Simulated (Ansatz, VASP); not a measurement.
# Two plane-wave programs on Be

Contents of INCAR:

```
SYSTEM = Be
ALGO = Normal ; EDIFF = 1E-7
ENCUT = 520 ; GGA = RE
ISIF = 2 ; ISMEAR = -1
LASPH = .True. ; LCHARG = .False.
LREAL = .False. ; LWAVE = .False.
NBANDS = 7 ; NELM = 100
PREC = Accurate ; SIGMA = 0.1
```

File KPOINTS:

```
k-points
0
Gamma
  19 19 19
  0 0 0
```

Contents of POSCAR:

```
Be
1.0
    0.0000000000      1.5477967197      1.5477967197
    1.5477967197      0.0000000000      1.5477967197
    1.5477967197      1.5477967197      0.0000000000
Be
1
Direct
    0.0000000000      0.0000000000      0.0000000000
```

Input for Ansatz:

```yaml
crystal:
  lattice:
    - [0.0, 1.5477967197, 1.5477967197]
    - [1.5477967197, 0.0, 1.5477967197]
    - [1.5477967197, 1.5477967197, 0.0]
  atoms:
    - { symbol: Be, position: [0.0, 0.0, 0.0] }
hamiltonian:
  xc: revpbe
  pseudopotentials:
    kind: paw
    azcp:
      Be: "pseudopotentials/Be.paw.azcp"
basis:
  ecutwfc: 420
  fft_grid_basis: typed
kpoints:
  mp_grid: { grid: [19, 19, 19], shift: [0, 0, 0] }
magnetization:
  spin_polarized: false
scf:
  occupations: { method: fermi_dirac, width: 0.1 }
  lower_state_search: "off"
output:
  stress: true
  write_density: true
  write_potential: true
  elf: true
  volumetric_format: npy
```

Alike in both runs: task single point; functional revPBE; k mesh 19 × 19 × 19; occupations fermi-dirac, width 0.1 eV; no spin polarisation.

|  | VASP | Ansatz |
| --- | --- | --- |
| version | VASP 6.6.1 | Ansatz 0.2.0 |
| potentials or method | VASP PAW PBE potentials, release 64 (Be), cutoff 520 eV | plane waves (420 eV) with PAW, scalar-relativistic |
| valence electrons in the cell | 2 | 2 |

```tsv
	VASP	Ansatz	Ansatz less VASP
pressure (GPa)	11.1	11.1	-0.06
```

VASP's potentials were made for PBE, not for revPBE.
